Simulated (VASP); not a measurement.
**Si5C4: single point with PBE**

Si5C4, a slab with vacuum:

```
Si C
1.0
     3.09201    0.00000    0.00000
     0.00000    5.07382    0.00000
     0.00000    0.00000   18.96869
Si C
5 4
Direct
  0.00000 0.99544 0.21087
  0.50000 0.49544 0.25793
  0.50000 0.99367 0.35653
  0.00000 0.46505 0.38534
  0.16667 0.12382 0.49621
  0.00000 0.61956 0.21087
  0.50000 0.11956 0.25793
  0.50000 0.62504 0.35690
  0.00000 0.12382 0.39374
```

```json
{
 "Program": "VASP 6.6.1",
 "Task": "single point",
 "Functional": "PBE",
 "Potentials or basis": "VASP PAW PBE potentials, release 64 (Si, C)",
 "Cutoff": "520 eV",
 "k mesh": "9 × 5 × 1",
 "Occupations": "gaussian, width 0.05 eV",
 "Spin": "collinear spin",
 "Starting moments": "[0.0, 0.0, 0.0, 0.0, 2.0, 0.0, 0.0, 0.0, 0.0] μB",
 "Dipole correction": "yes",
 "Further INCAR settings": "ALGO = Normal; EDIFF = 1e-06; NBANDS = 32"
}
```

```
Largest force                                         : 2.762 eV/Å
Band gap on the k mesh                                : zero (filled and empty bands overlap)
Net moment                                            : 0.03 μB per cell
Site moments                                          : Si -0.03, -0.00, +0.01 (each value once); C +0.02, -0.00, +0.01, +0.00 μB
Valence electrons inside the program's atomic spheres : Si 1.62, 1.63, 1.68, 1.74, 1.52; C 2.38, 2.48, 2.54, 2.60
```

Forces in eV/Å, atoms in the order of the input:
```
Si  -0.013 -2.039  1.758
Si   0.020  0.903 -2.610
Si   0.069 -1.121 -2.126
Si   0.138  2.329  1.413
Si  -1.005  0.438  0.013
C    0.014  1.162  1.442
C    0.100  0.290 -0.205
C    0.091 -0.318 -0.423
C    0.586 -1.645  0.738
```

Levels at points of the mesh, in eV from the Fermi level:
Spin up:
| k point | band 15 | band 16 | band 17 | band 18 | band 19 | band 20 | band 21 | band 22 |
| --- | --- | --- | --- | --- | --- | --- | --- | --- |
| (0.00, 0.00, 0.00) | -2.04 | -0.88 | -0.68 | 0.01 | 0.84 | 1.77 | 2.32 | 3.08 |
Spin down:
```csv
k point,band 14,band 15,band 16,band 17,band 18,band 19,band 20,band 21,band 22,band 23
"(0.00, 0.00, 0.00)",-2.62,-2.03,-0.85,-0.67,0.06,0.75,1.80,2.34,3.08,3.53
```

Wall time 11 min on 1 thread of Intel(R) Xeon(R) Platinum 8488C (Sapphire Rapids) (shared host), peak memory 0.63 GiB.
